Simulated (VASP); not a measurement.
# Li2S3 (P31m) in VASP: relaxation of cell and atoms with PBE

Aim: the relaxation of cell and atoms of Li2S3 with PBE.

Program: VASP 6.6.1. These are calculated values, not measurements. Logs are shortened: lines on timing, memory, paths and dates and some standing lists are left out, and cuts for length are marked.

### Step 1. The cell of the first run

The structure is trigonal, space group P31m (No. 157). The conventional cell has a = 4.603 Å, b = 4.603 Å, c = 6.004 Å, α = 90.00°, β = 90.00°, γ = 120.00°. Li (site symmetry 3) has 3 Li at 2.66 Å and 3 S at 3.12 Å within 3.5 Å. S (site symmetry m) has 2 S at 2.00 Å within 2.6 Å.

The cell was generated, and may not be a known phase.

### Step 2. Relaxation of cell and atoms, PBE

INCAR

```
PREC = Accurate
ENCUT = 600
EDIFF = 1E-6
ISMEAR = 0
SIGMA = 0.1
LREAL = False
LASPH = True
NELM = 100
ALGO = Normal
ISIF = 3
LWAVE = False
LCHARG = False
GGA = PE
IBRION = 2
NSW = 90
EDIFFG = -0.04
```

KPOINTS

```
regular mesh
0
Gamma
  6 6 4
```

POSCAR

```
Li2S3
1.0
    4.6027178606      0.0000000000      0.0000000000
   -2.3013589303      3.9860705937      0.0000000000
    0.0000000000      0.0000000000      6.0043338823
Li S
2 3
Direct
    0.6666666667      0.3333333333      0.9037389195
    0.3333333333      0.6666666667      0.9037389195
    0.7495470596      0.0000000000      0.3333333333
    0.2504529404      0.2504529404      0.3333333333
    0.0000000000      0.7495470596      0.3333333333
```

Potentials or basis: VASP PAW PBE potentials, release 64 (Li_sv, S).

Command:

```bash
cat potpaw_PBE.64/Li_sv/POTCAR potpaw_PBE.64/S/POTCAR > POTCAR
mpirun -np 1 vasp_std > vasp.out
```

OUTCAR:

```text
PREC = Accurate
   ENCUT = 600
   EDIFF = 1E-6
   ISMEAR = 0
   LREAL = False
   LASPH = True
   NELM = 100
   ISIF = 3
   GGA = PE
   IBRION = 2
   NSW = 90
   EDIFFG = -0.04

 ion  position               nearest neighbor table
   1  0.667  0.333  0.904-
   2  0.333  0.667  0.904-
   3  0.750  0.000  0.333-   4 2.00   5 2.00
   4  0.250  0.250  0.333-   5 2.00   3 2.00
   5  0.000  0.750  0.333-   4 2.00   3 2.00

  LATTYP: Found a hexagonal cell.
 ALAT       =     4.6027178606
 C/A-ratio  =     1.3045192132

  Lattice vectors:

 A1 = (   4.6027178606,   0.0000000000,   0.0000000000)
 A2 = (  -2.3013589303,   3.9860705937,   0.0000000000)
 A3 = (   0.0000000000,   0.0000000000,   6.0043338823)

Analysis of symmetry for initial positions (statically):
=====================================================================
 Subroutine PRICEL returns:
 Original cell was already a primitive cell.

 Routine SETGRP: Setting up the symmetry group for a
 hexagonal supercell.

 Subroutine GETGRP returns: Found  6 space group operations
 (whereof  6 operations were pure point group operations)
 out of a pool of 24 trial point group operations.

The static configuration has the point symmetry C_3v.

Analysis of symmetry for dynamics (positions and initial velocities):
=====================================================================
 Subroutine PRICEL returns:
 Original cell was already a primitive cell.

 Routine SETGRP: Setting up the symmetry group for a
 hexagonal supercell.

 Subroutine GETGRP returns: Found  6 space group operations
 (whereof  6 operations were pure point group operations)
 out of a pool of 24 trial point group operations.

The dynamic configuration has the point symmetry C_3v.

 Subroutine INISYM returns: Found  6 space group operations
 (whereof  6 operations are pure point group operations),
 and found     1 'primitive' translations

----------------------------------------------------------------------------------------

                                     Primitive cell

  volume of cell :     110.1601

  direct lattice vectors                    reciprocal lattice vectors
     4.602717861  0.000000000  0.000000000     0.217262937  0.125436815  0.000000000
    -2.301358930  3.986070594  0.000000000     0.000000000  0.250873630  0.000000000
     0.000000000  0.000000000  6.004333882     0.000000000  0.000000000  0.166546368

  length of vectors
     4.602717861  4.602717861  6.004333882     0.250873630  0.250873630  0.166546368

  position of ions in fractional coordinates (direct lattice)
     0.666666667  0.333333333  0.903738920
     0.333333333  0.666666667  0.903738920
     0.749547060  0.000000000  0.333333333
     0.250452940  0.250452940  0.333333333
     1.000000000  0.749547060  0.333333333

  ion indices of the primitive-cell ions
   primitive index   ion index
                 1           1
                 2           2
                 3           3
                 4           4
                 5           5

----------------------------------------------------------------------------------------

 KPOINTS: regular mesh

Automatic generation of k-mesh.
 Grid dimensions read from file:
 generate k-points for:    6    6    4

 Generating k-lattice:

  Cartesian coordinates                     Fractional coordinates (reciprocal lattice)
     0.036210489  0.020906136  0.000000000     0.166666667 -0.000000000  0.000000000
     0.000000000  0.041812272  0.000000000     0.000000000  0.166666667  0.000000000
     0.000000000  0.000000000  0.041636592     0.000000000  0.000000000  0.250000000

  Length of vectors
     0.041812272  0.041812272  0.041636592

  Shift w.r.t. Gamma in fractional coordinates (k-lattice)
     0.000000000  0.000000000  0.000000000

 Subroutine IBZKPT returns following result:
 ===========================================

 Found     24 irreducible k-points:

 Following reciprocal coordinates:
            Coordinates               Weight
  0.000000  0.000000  0.000000      1.000000
  0.166667  0.000000  0.000000      6.000000
  0.333333  0.000000  0.000000      6.000000
  0.500000  0.000000  0.000000      3.000000
  0.166667  0.166667  0.000000      6.000000
  0.333333  0.166667  0.000000     12.000000
[... 16 lines left out ...]
  0.333333  0.166667  0.500000     12.000000
  0.333333  0.333333  0.500000      2.000000
   k-points           NKPTS =     24   k-points in BZ     NKDIM =     24   number of bands    NBANDS=     16
   number of dos      NEDOS =    301   number of ions     NIONS =      5
   total plane-waves  NPLWV =  76800
   dimension x,y,z NGX =    40 NGY =   40 NGZ =   48
   dimension x,y,z NGXF=    80 NGYF=   80 NGZF=   96
   ions per type =               2   3
   NGX,Y,Z   is equivalent  to a cutoff of  14.45, 14.45, 13.29 a.u.
   NGXF,Y,Z  is equivalent  to a cutoff of  28.90, 28.90, 26.58 a.u.
 SYSTEM =  unknown system
   PREC   = accura    normal or accurate (medium, high low for compatibility)
   ISTART =      0    job   : 0-new  1-cont  2-samecut
   ICHARG =      2    charge: 1-file 2-atom 10-const
   ISPIN  =      1    spin polarized calculation?
   LNONCOLLINEAR =      F non collinear calculations
   LSORBIT =      F    spin-orbit coupling
   LASPH  =      T    aspherical Exc in radial PAW
   ENCUT  =  600.0 eV  44.10 Ry    6.64 a.u.   9.19  9.19 11.99*2*pi/ulx,y,z
   NELM   =    100;   NELMIN=  2; NELMDL= -5     # of ELM steps
   EDIFF  = 0.1E-05   stopping-criterion for ELM
   LREAL  =      F    real-space projection
   EDIFFG = -.4E-01   stopping-criterion for IOM
   NSW    =     90    number of steps for IOM
   IBRION =      2    ionic relax: 0-MD 1-quasi-New 2-CG
   NFREE  =      1    steps in history (QN), initial steepest desc. (CG)
   ISIF   =      3    stress and relaxation
   ISYM   =      2    0-nonsym 1-usesym 2-fastsym
   POTIM  = 0.5000    time-step for ionic-motion
   TEBEG  =    0.0;   TEEND  =   0.0 temperature during run
   PSTRESS=    0.0 pullay stress
   NELECT =      24.0000    total number of electrons
   NUPDOWN=      -1.0000    fix difference up-down
   EMIN   =  10.00;   EMAX   =-10.00  energy-range for DOS
   EFERMI =   0.00;   METHOD = LEGACY
   ISMEAR =     0;   SIGMA  =   0.10  broadening in eV -4-tet -1-fermi 0-gaus
   EFERMI_NEDOS =   21; number of points for ismear=-14 and -15
   IALGO  =     38    algorithm
   IMIX   =      4    mixing-type and parameters
     AMIX     =   0.40;   BMIX     =  1.00
     AMIX_MAG =   1.60;   BMIX_MAG =  1.00
  volume/ion in A,a.u.               =      22.03       148.68
  Fermi-wavevector in a.u.,A,eV,Ry     =   0.985078  1.861527 13.202797  0.970378
  Thomas-Fermi vector in A             =   2.116358
   LORBIT       =      0    0 simple, 1 ext, 2 COOP (PROOUT), +10 PAW based schemes
   GGA     = PE    functional components
   LHFCALC =     F    Hartree Fock is set to
   AEXX    =    0.0000 exact exchange contribution
   IVDW    =     0    specifies the selected vdW correction
   LEPSILON=     F    determine dielectric tensor
   LRPA    =     F    only Hartree local field effects (RPA)
 conjugate gradient relaxation of ions
 non-spin polarized calculation
 Gauss-broadening in eV      SIGMA  =   0.10
  energy-cutoff  :      600.00
  volume of cell :      110.16
 maximum number of plane-waves:      3696
 NGX is ok and might be reduce to    40
   NGX = 19   NGY = 19   NGZ = 23

--------------------------------------- Ionic step        1  -------------------------------------------

 number of electron      23.9999997 magnetization

 Free energy of the ion-electron system (eV)
  ---------------------------------------------------
  ext. energy  EPLUGINS =         0.00000000
  ---------------------------------------------------
  free energy    TOTEN  =       -13.94071450 eV

  energy without entropy =      -13.92502550  energy(sigma->0) =      -13.93287000

------------------------ aborting loop because EDIFF is reached ----------------------------------------

  FORCE on cell =-STRESS in cart. coord.  units (eV):
  Direction    XX          YY          ZZ          XY          YZ          ZX
  --------------------------------------------------------------------------------------
  -------------------------------------------------------------------------------------
  Total        9.1179424      9.1179424     -3.7141632      0.0000000      0.0000000     -0.0000000
  in kB      132.6121308    132.6121308    -54.0191062      0.0000000      0.0000000     -0.0000000
  external PRESSURE =      70.4017185 kB  Pullay stress =       0.0000000 kB
[... 98 lines left out ...]
  FREE ENERGIE OF THE ION-ELECTRON SYSTEM (eV)
  ---------------------------------------------------
  free  energy   TOTEN  =       -15.0098665234 eV

  energy  without entropy=      -14.9874968613  energy(sigma->0) =      -14.99868169

 E-fermi :   3.1202     XC(G=0):  -8.7369

 val. band max:        3.1003735152   @ k =   0.3333   0.0000   0.0000
 cond. band min:       3.1538704917   @ k =   0.3333   0.0000   0.2500
 fundamental gap:      0.0534969765
 Fermi energy:         3.1201592604

 k-point     1 :       0.0000    0.0000    0.0000
  band No.  band energies     occupation
      1     -42.8202      2.00000
      2     -42.8062      2.00000
      3     -11.1512      2.00000
      4      -7.8672      2.00000
      5      -7.8672      2.00000
      6      -1.8025      2.00000
[... 8 lines left out ...]
     15       5.5165      0.00000
     16       9.6820      0.00000
[... 420 lines left out ...]
  band No.  band energies     occupation
      1     -42.8131      2.00000
      2     -42.8131      2.00000
      3      -9.9937      2.00000
      4      -8.8237      2.00000
      5      -8.8237      2.00000
      6      -0.7703      2.00000
[... 8 lines left out ...]
     15       8.4638      0.00000
     16       8.5238      0.00000

[... ionic steps 4 to 16 ...]

--------------------------------------- Ionic step       17  -------------------------------------------

 number of electron      23.9999994 magnetization

------------------------ aborting loop because EDIFF is reached ----------------------------------------

  FORCE on cell =-STRESS in cart. coord.  units (eV):
  Direction    XX          YY          ZZ          XY          YZ          ZX
  --------------------------------------------------------------------------------------
  -------------------------------------------------------------------------------------
  Total       -0.3161482     -0.3161482     -0.0017156      0.0000000      0.0000000      0.0000000
  in kB       -6.1878534     -6.1878534     -0.0335781      0.0000000      0.0000000      0.0000000
  external PRESSURE =      -4.1364283 kB  Pullay stress =       0.0000000 kB
[... 63 lines left out ...]
  energy  without entropy=      -18.0766416792  energy(sigma->0) =      -18.07953090

--------------------------------------- Ionic step       19  -------------------------------------------

 number of electron      23.9999993 magnetization

 Free energy of the ion-electron system (eV)
  ---------------------------------------------------
  ext. energy  EPLUGINS =         0.00000000
  ---------------------------------------------------
  free energy    TOTEN  =       -18.08332570 eV

  energy without entropy =      -18.07759309  energy(sigma->0) =      -18.08045939

 E-fermi :   4.8300     XC(G=0):  -9.4037

 val. band max:        4.7699281019   @ k =   0.3333   0.0000   0.0000
 cond. band min:       4.8763073324   @ k =   0.3333   0.0000   0.2500
 fundamental gap:      0.1063792304
 Fermi energy:         4.8299754302

 k-point     1 :       0.0000    0.0000    0.0000
  band No.  band energies     occupation
      1     -41.4189      2.00000
      2     -41.3998      2.00000
      3     -10.8566      2.00000
      4      -6.6498      2.00000
      5      -6.6498      2.00000
      6      -1.6007      2.00000
[... 8 lines left out ...]
     15       7.4587      0.00000
     16      11.3720      0.00000
[... 467 lines left out ...]
  FREE ENERGIE OF THE ION-ELECTRON SYSTEM (eV)
  ---------------------------------------------------
  free  energy   TOTEN  =       -18.0833257014 eV

  energy  without entropy=      -18.0775930868  energy(sigma->0) =      -18.08045939

 reached required accuracy - stopping structural energy minimisation
```

It took 15 min on 1 thread of Oxide Virtual Turin-like, shared host; peak memory 0.25 GiB.

What came out:

| Item | Value |
| --- | --- |
| Free energy | -18.0833 eV |
| Relaxed volume | 16.20 Å³/atom |
| Relaxed cell | a = 4.957 Å, b = 4.957 Å, c = 3.808 Å, α = 90.00°, β = 90.00°, γ = 120.00° |
| Space group after relaxing (to 0.1 Å) | P-62m (No. 189) |
| Energy gained by relaxing | 828.5 meV/atom |
| Ionic steps | 19 |
| Pressure after relaxing | 0.0 GPa |
| Largest force after relaxing | 0.019 eV/Å |
| Band gap on the k mesh | zero (bands 12 and 13 overlap by 0.72 eV) |

Forces on the atoms (eV/Å):
```
Li   0.000  0.000 -0.019
Li   0.000  0.000 -0.019
S    0.002  0.000  0.013
S   -0.001 -0.002  0.013
S   -0.001  0.002  0.013
```

The path:
| step | energy change (eV) | largest force (eV/Å) | pressure (GPa) | volume (Å³) |
| --- | --- | --- | --- | --- |
| 1 | 0.0000 | 4.4315 | 7.04 | 110.16 |
| 2 | -1.0058 | 0.9731 | -5.96 | 125.72 |
| 3 | -1.0692 | 0.5925 | -3.54 | 119.60 |
| 4 | -1.0735 | 0.6963 | -4.44 | 121.32 |
| 5 | -2.0254 | 0.5994 | -4.78 | 113.39 |
| 6 | -3.0477 | 0.4876 | -4.79 | 104.20 |
| 7 | -3.1519 | 1.5832 | 0.69 | 83.89 |
| 8 | -3.5663 | 0.8877 | -3.91 | 94.64 |
| 9 | -3.5774 | 0.9469 | -3.68 | 93.66 |
| 10 | -3.8557 | 0.6719 | -0.04 | 85.03 |
| 11 | -3.8762 | 0.7057 | 1.80 | 82.23 |
| 12 | -4.0199 | 0.4799 | 1.33 | 81.44 |
| 13 | -4.0619 | 0.6980 | 1.75 | 80.18 |
| 14 | -4.0714 | 0.6120 | 1.50 | 80.57 |
| 15 | -4.1061 | 0.2126 | -1.63 | 83.54 |
| 16 | -4.1152 | 0.1497 | -0.74 | 82.56 |
| 17 | -4.1390 | 0.0689 | -0.41 | 81.86 |
| 18 | -4.1417 | 0.0320 | -0.23 | 81.53 |
| 19 | -4.1426 | 0.0189 | 0.04 | 81.01 |

Final structure:
```cif
data_structure
_symmetry_space_group_name_H-M 'P 1'
_symmetry_Int_Tables_number 1
_cell_length_a 4.9566
_cell_length_b 4.9566
_cell_length_c 3.8076
_cell_angle_alpha 90.000
_cell_angle_beta 90.000
_cell_angle_gamma 120.000
_cell_volume 81.01
loop_
_atom_site_label
_atom_site_type_symbol
_atom_site_fract_x
_atom_site_fract_y
_atom_site_fract_z
_atom_site_occupancy
Li1 Li 0.66667 0.33333 0.86278 1
Li2 Li 0.33333 0.66667 0.86278 1
S1 S 0.71735 0.00000 0.36064 1
S2 S 0.28265 0.28265 0.36064 1
S3 S 0.00000 0.71735 0.36064 1
```

Caveat: the cutoff is under 1.25 times the usual one of these potentials, so pressure, stress and relaxed cells hold a basis-set (Pulay) error; the volume moved by over 15 % at a fixed basis, so the end points are rough.

The gap in the log of VASP goes by the Fermi energy; the results here count the filled bands.